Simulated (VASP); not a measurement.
# Rh in VASP: single point with PBE

Aim: the single point of Rh with PBE.

All numbers are computed with VASP 6.6.1; they aren't measurements. Logs are shortened: lines on timing, memory, paths and dates and some standing lists are left out, and cuts for length are marked.

### 1 The cell of the first run

The cell holds a slab with vacuum, 18 atoms: a = 11.400 Å, b = 5.374 Å, c = 13.687 Å, α = 90.00°, β = 90.00°, γ = 90.00°.

### 2 Single point, PBE

The input, INCAR:

```
ALGO = Normal
EDIFF = 1E-6
ENCUT = 520
GGA = PE
ISIF = 2
ISMEAR = -1
LASPH = True
LCHARG = False
LREAL = Auto
LWAVE = False
NBANDS = 150
NELM = 60
PREC = Accurate
SIGMA = 0.1
```

The input, KPOINTS:

```
k-points
0
Gamma
  1 2 1
```

The input, POSCAR:

```
Rh
1.0
   11.4000000000      0.0000000000      0.0000000000
    0.0000000000      5.3740120000      0.0000000000
    0.0000000000      0.0000000000     13.6870060000
Rh
18
Direct
    0.0000000000      0.0000000000      0.0730619976
    0.3333333333      0.0000000000      0.0730619976
    0.6666666667      0.0000000000      0.0730619976
    0.0000000000      0.4999988835      0.0730619976
    0.3333333333      0.4999988835      0.0730619976
    0.6666666667      0.4999988835      0.0730619976
    0.1656666667      0.2444170203      0.1676042226
    0.5147017544      0.2805538953      0.1653027696
    0.8416140351      0.2660023833      0.1531087222
    0.1814561404      0.7338279111      0.1706728265
    0.4964561404      0.7690715986      0.1549279660
    0.8332982456      0.7701136507      0.1627821307
   -0.0096140351      0.0308335746      0.2608897812
    0.3465087719      0.0052660843      0.2550667399
    0.6770614035      0.0264420697      0.2556366235
    0.0086929825      0.5236311344      0.2533059458
    0.3583684211      0.5156668798      0.2622998777
    0.6688859649      0.5596935772      0.2608678626
```

Potentials or basis: VASP PAW PBE potentials, release 64 (Rh_pv).

Run with:

```bash
> cat potpaw_PBE.64/Rh_pv/POTCAR > POTCAR
> mpirun -np 1 vasp_std > vasp.out
```

OUTCAR:

```text
EDIFF = 1E-6
   ENCUT = 520
   GGA = PE
   ISIF = 2
   ISMEAR = -1
   LASPH = True
   LREAL = Auto
   NELM = 60
   PREC = Accurate

 ion  position               nearest neighbor table
   1  0.000  0.000  0.073-   9 2.55  12 2.58  13 2.58   7 2.64   4 2.69   4 2.69  10 2.85
   2  0.333  0.000  0.073-  14 2.50  11 2.50  10 2.61   7 2.66   5 2.69   5 2.69   8 2.85
   3  0.667  0.000  0.073-  15 2.51  11 2.56  12 2.58   8 2.62   6 2.69   6 2.69   9 2.69
   4  0.000  0.500  0.073-   9 2.46  16 2.47   7 2.67   1 2.69   1 2.69  12 2.69  10 2.76
   5  0.333  0.500  0.073-  10 2.52  17 2.61  11 2.61   7 2.69   2 2.69   2 2.69   8 2.69
   6  0.667  0.500  0.073-   8 2.45  18 2.59   9 2.60  11 2.67   3 2.69   3 2.69  12 2.69
   7  0.166  0.244  0.168-  16 2.61  13 2.63  10 2.64   1 2.64   2 2.66   4 2.67   5 2.69  14 2.71
                            10 2.75  17 2.94
   8  0.515  0.281  0.165-   6 2.45  17 2.56  15 2.61   3 2.62  11 2.64  18 2.66   5 2.69  14 2.72
                            11 2.76   2 2.85
   9  0.842  0.266  0.153-   4 2.46   1 2.55  13 2.58   6 2.60  12 2.67  15 2.67   3 2.69  12 2.71
                            16 2.72  18 2.92
  10  0.181  0.734  0.171-   5 2.52  16 2.54   2 2.61   7 2.64  14 2.65  17 2.65   7 2.75   4 2.76
                             1 2.85  13 2.97
  11  0.496  0.769  0.155-   2 2.50  14 2.53  17 2.55   3 2.56   5 2.61   8 2.64   6 2.67  18 2.69
                             8 2.76  15 2.84
  12  0.833  0.770  0.163-  18 2.57   3 2.58   1 2.58  15 2.59  13 2.64   9 2.67   6 2.69   4 2.69
                            16 2.70   9 2.71
  13  0.990  0.031  0.261-   1 2.58   9 2.58   7 2.63  12 2.64  16 2.66  16 2.74  10 2.97
  14  0.347  0.005  0.255-   2 2.50  11 2.53  17 2.64  10 2.65   7 2.71   8 2.72  17 2.75
  15  0.677  0.026  0.256-   3 2.51  18 2.51  12 2.59   8 2.61   9 2.67  11 2.84  18 2.87
  16  0.009  0.524  0.253-   4 2.47  10 2.54   7 2.61  13 2.66  12 2.70   9 2.72  13 2.74
  17  0.358  0.516  0.262-  11 2.55   8 2.56   5 2.61  14 2.64  10 2.65  14 2.75   7 2.94
  18  0.669  0.560  0.261-  15 2.51  12 2.57   6 2.59   8 2.66  11 2.69  15 2.87   9 2.92

  LATTYP: Found a simple orthorhombic cell.
 ALAT       =     5.3740120000
 B/A-ratio  =     2.1213201608
 C/A-ratio  =     2.5468878745

  Lattice vectors:

 A1 = (   0.0000000000,  -5.3740120000,   0.0000000000)
 A2 = (  11.4000000000,   0.0000000000,   0.0000000000)
 A3 = (   0.0000000000,   0.0000000000,  13.6870060000)

Analysis of symmetry for initial positions (statically):
=====================================================================
 Subroutine PRICEL returns:
 Original cell was already a primitive cell.

 Routine SETGRP: Setting up the symmetry group for a
 simple orthorhombic supercell.

 Subroutine GETGRP returns: Found  1 space group operations
 (whereof  1 operations were pure point group operations)
 out of a pool of  8 trial point group operations.

The static configuration has the point symmetry C_1 .

Analysis of symmetry for dynamics (positions and initial velocities):
=====================================================================
 Subroutine PRICEL returns:
 Original cell was already a primitive cell.

 Routine SETGRP: Setting up the symmetry group for a
 simple orthorhombic supercell.

 Subroutine GETGRP returns: Found  1 space group operations
 (whereof  1 operations were pure point group operations)
 out of a pool of  8 trial point group operations.

The dynamic configuration has the point symmetry C_1 .

 Subroutine INISYM returns: Found  1 space group operations
 (whereof  1 operations are pure point group operations),
 and found     1 'primitive' translations

----------------------------------------------------------------------------------------

                                     Primitive cell

  volume of cell :     838.5171

  direct lattice vectors                    reciprocal lattice vectors
    11.400000000  0.000000000  0.000000000     0.087719298  0.000000000  0.000000000
     0.000000000  5.374012000  0.000000000     0.000000000  0.186080716  0.000000000
     0.000000000  0.000000000 13.687006000     0.000000000  0.000000000  0.073061998

  length of vectors
    11.400000000  5.374012000 13.687006000     0.087719298  0.186080716  0.073061998

  position of ions in fractional coordinates (direct lattice)
     0.000000000  0.000000000  0.073061998
     0.333333333  0.000000000  0.073061998
     0.666666667  0.000000000  0.073061998
     0.000000000  0.499998883  0.073061998
     0.333333333  0.499998883  0.073061998
     0.666666667  0.499998883  0.073061998
[... 10 lines left out ...]
     0.358368421  0.515666880  0.262299878
     0.668885965  0.559693577  0.260867863

  ion indices of the primitive-cell ions
   primitive index   ion index
                 1           1
                 2           2
                 3           3
                 4           4
                 5           5
                 6           6
[... 10 lines left out ...]
                17          17
                18          18

----------------------------------------------------------------------------------------

 KPOINTS: k-points

Automatic generation of k-mesh.
 Grid dimensions read from file:
 generate k-points for:    1    2    1

 Generating k-lattice:

  Cartesian coordinates                     Fractional coordinates (reciprocal lattice)
     0.087719298  0.000000000  0.000000000     1.000000000  0.000000000  0.000000000
     0.000000000  0.093040358  0.000000000     0.000000000  0.500000000  0.000000000
     0.000000000  0.000000000  0.073061998     0.000000000  0.000000000  1.000000000

  Length of vectors
     0.087719298  0.093040358  0.073061998

  Shift w.r.t. Gamma in fractional coordinates (k-lattice)
     0.000000000  0.000000000  0.000000000

 Subroutine IBZKPT returns following result:
 ===========================================

 Found      2 irreducible k-points:

 Following reciprocal coordinates:
            Coordinates               Weight
  0.000000  0.000000  0.000000      1.000000
  0.000000  0.500000  0.000000      1.000000
   k-points           NKPTS =      2   k-points in BZ     NKDIM =      2   number of bands    NBANDS=    150
   number of dos      NEDOS =    301   number of ions     NIONS =     18
   total plane-waves  NPLWV = 388800
   dimension x,y,z NGX =    90 NGY =   40 NGZ =  108
   dimension x,y,z NGXF=   180 NGYF=   80 NGZF=  216
   ions per type =              18
   NGX,Y,Z   is equivalent  to a cutoff of  13.12, 12.37, 13.12 a.u.
   NGXF,Y,Z  is equivalent  to a cutoff of  26.25, 24.75, 26.24 a.u.
 SYSTEM =  unknown system
   PREC   = accura    normal or accurate (medium, high low for compatibility)
   ISTART =      0    job   : 0-new  1-cont  2-samecut
   ICHARG =      2    charge: 1-file 2-atom 10-const
   ISPIN  =      1    spin polarized calculation?
   LNONCOLLINEAR =      F non collinear calculations
   LSORBIT =      F    spin-orbit coupling
   LASPH  =      T    aspherical Exc in radial PAW
   ENCUT  =  520.0 eV  38.22 Ry    6.18 a.u.  21.20  9.99 25.45*2*pi/ulx,y,z
   NELM   =     60;   NELMIN=  2; NELMDL= -5     # of ELM steps
   EDIFF  = 0.1E-05   stopping-criterion for ELM
   LREAL  =      T    real-space projection
   EDIFFG = 0.1E-04   stopping-criterion for IOM
   NSW    =      0    number of steps for IOM
   IBRION =     -1    ionic relax: 0-MD 1-quasi-New 2-CG
   NFREE  =      0    steps in history (QN), initial steepest desc. (CG)
   ISIF   =      2    stress and relaxation
   ISYM   =      2    0-nonsym 1-usesym 2-fastsym
   POTIM  = 0.5000    time-step for ionic-motion
   TEBEG  =    0.0;   TEEND  =   0.0 temperature during run
   PSTRESS=    0.0 pullay stress
   NELECT =     270.0000    total number of electrons
   NUPDOWN=      -1.0000    fix difference up-down
   EMIN   =  10.00;   EMAX   =-10.00  energy-range for DOS
   EFERMI =   0.00;   METHOD = LEGACY
   ISMEAR =    -1;   SIGMA  =   0.10  broadening in eV -4-tet -1-fermi 0-gaus
   EFERMI_NEDOS =   21; number of points for ismear=-14 and -15
   IALGO  =     38    algorithm
   IMIX   =      4    mixing-type and parameters
     AMIX     =   0.40;   BMIX     =  1.00
     AMIX_MAG =   1.60;   BMIX_MAG =  1.00
  volume/ion in A,a.u.               =      46.58       314.37
  Fermi-wavevector in a.u.,A,eV,Ry     =   1.122084  2.120432 17.130727  1.259073
  Thomas-Fermi vector in A             =   2.258742
   LORBIT       =      0    0 simple, 1 ext, 2 COOP (PROOUT), +10 PAW based schemes
   GGA     = PE    functional components
   LHFCALC =     F    Hartree Fock is set to
   AEXX    =    0.0000 exact exchange contribution
   IVDW    =     0    specifies the selected vdW correction
   LEPSILON=     F    determine dielectric tensor
   LRPA    =     F    only Hartree local field effects (RPA)
 non-spin polarized calculation
  energy-cutoff  :      520.00
  volume of cell :      838.52
 maximum number of plane-waves:     22584
 NGX is ok and might be reduce to    90
   NGX = 43   NGY = 19   NGZ = 51

 number of electron     270.0000005 magnetization

 Free energy of the ion-electron system (eV)
  ---------------------------------------------------
  ext. energy  EPLUGINS =         0.00000000
  ---------------------------------------------------
  free energy    TOTEN  =      -113.07871770 eV

  energy without entropy =     -111.80861865  energy(sigma->0) =     -112.44366818

 E-fermi :   0.4180     XC(G=0):  -5.5950

 val. band max:        0.3729471241   @ k =   0.0000   0.0000   0.0000
 cond. band min:       0.4283343126   @ k =   0.0000   0.5000   0.0000
 fundamental gap:      0.0553871885
 Fermi energy:         0.4180362476

 k-point     1 :       0.0000    0.0000    0.0000
  band No.  band energies     occupation
      1     -46.6908      2.00000
      2     -46.6521      2.00000
      3     -46.5884      2.00000
      4     -46.5479      2.00000
      5     -46.5340      2.00000
      6     -46.5175      2.00000
[... 139 lines left out ...]
    146       1.0431      0.00385
    147       1.0820      0.00261

 k-point     2 :       0.0000    0.5000    0.0000
  band No.  band energies     occupation
      1     -46.6010      2.00000
      2     -46.5375      2.00000
      3     -46.5116      2.00000
      4     -46.5018      2.00000
      5     -46.4831      2.00000
      6     -46.4528      2.00000
[... 139 lines left out ...]
    146       0.6801      0.13566
    147       0.7326      0.08254
 [bands above 147 left out]

------------------------ aborting loop because EDIFF is reached ----------------------------------------

  FORCE on cell =-STRESS in cart. coord.  units (eV):
  Direction    XX          YY          ZZ          XY          YZ          ZX
  --------------------------------------------------------------------------------------
  -------------------------------------------------------------------------------------
  Total       -3.4457338    -17.7319713      2.6853202      0.2210645     -2.9660548     -5.4198017
  in kB       -6.5838566    -33.8809565      5.1309139      0.4223938     -5.6673210    -10.3557614
  external PRESSURE =     -11.7779664 kB  Pullay stress =       0.0000000 kB

 VOLUME and BASIS-vectors are now :
 -----------------------------------------------------------------------------
  energy-cutoff  :      520.00
  volume of cell :      838.52
      direct lattice vectors                 reciprocal lattice vectors
    11.400000000  0.000000000  0.000000000     0.087719298  0.000000000  0.000000000
     0.000000000  5.374012000  0.000000000     0.000000000  0.186080716  0.000000000
     0.000000000  0.000000000 13.687006000     0.000000000  0.000000000  0.073061998

 POSITION                                       TOTAL-FORCE (eV/Angst)
 -----------------------------------------------------------------------------------
      0.00000      0.00000      1.00000         0.745814     -0.165804      0.113868
      3.80000      0.00000      1.00000        -0.194986      0.453980     -0.530581
      7.60000      0.00000      1.00000         0.193071      0.433826     -0.566911
      0.00000      2.68700      1.00000         0.848161      0.564140     -0.726188
      3.80000      2.68700      1.00000         0.303013     -0.401937      0.119817
      7.60000      2.68700      1.00000         0.809741      0.715348     -0.434768
[... 10 lines left out ...]
      4.08540      2.77120      3.59010        -1.038055     -0.413575     -0.197671
      7.62530      3.00780      3.57050         0.030476     -1.183379     -0.517900
 -----------------------------------------------------------------------------------
    total drift:                               -0.004518      0.001680      0.009319

  FREE ENERGIE OF THE ION-ELECTRON SYSTEM (eV)
  ---------------------------------------------------
  free  energy   TOTEN  =      -113.0787177020 eV

  energy  without entropy=     -111.8086186537  energy(sigma->0) =     -112.44366818
```

Wall time 24 min (1 thread of Oxide Virtual Turin-like, shared host); peak memory 0.75 GiB.

What came out:

```
Free energy            : -113.0787 eV
Largest force          : 1.898 eV/Å
Band gap on the k mesh : zero (bands 135 and 136 overlap by 0.34 eV)
```

Forces in eV/Å, atoms in the order of the input:
```
Rh   0.746 -0.166  0.114
Rh  -0.195  0.454 -0.531
Rh   0.193  0.434 -0.567
Rh   0.848  0.564 -0.726
Rh   0.303 -0.402  0.120
Rh   0.810  0.715 -0.435
Rh   0.802  0.068  0.233
Rh  -1.333 -1.326  0.256
Rh  -1.298  0.062  0.762
Rh  -1.129  1.199  0.123
Rh   1.295 -0.191  0.266
Rh   0.548 -0.679 -0.025
Rh   0.858 -0.530 -0.385
Rh  -0.196  0.694  0.556
Rh  -0.345  0.710  0.271
Rh  -0.899 -0.009  0.684
Rh  -1.038 -0.414 -0.198
Rh   0.030 -1.183 -0.518
```

Caveat: the k points lie up to 0.58 Å⁻¹ apart; there is no dipole correction, which matters where the two faces differ.

The gap in the log of VASP goes by the Fermi energy; the results here count the filled bands.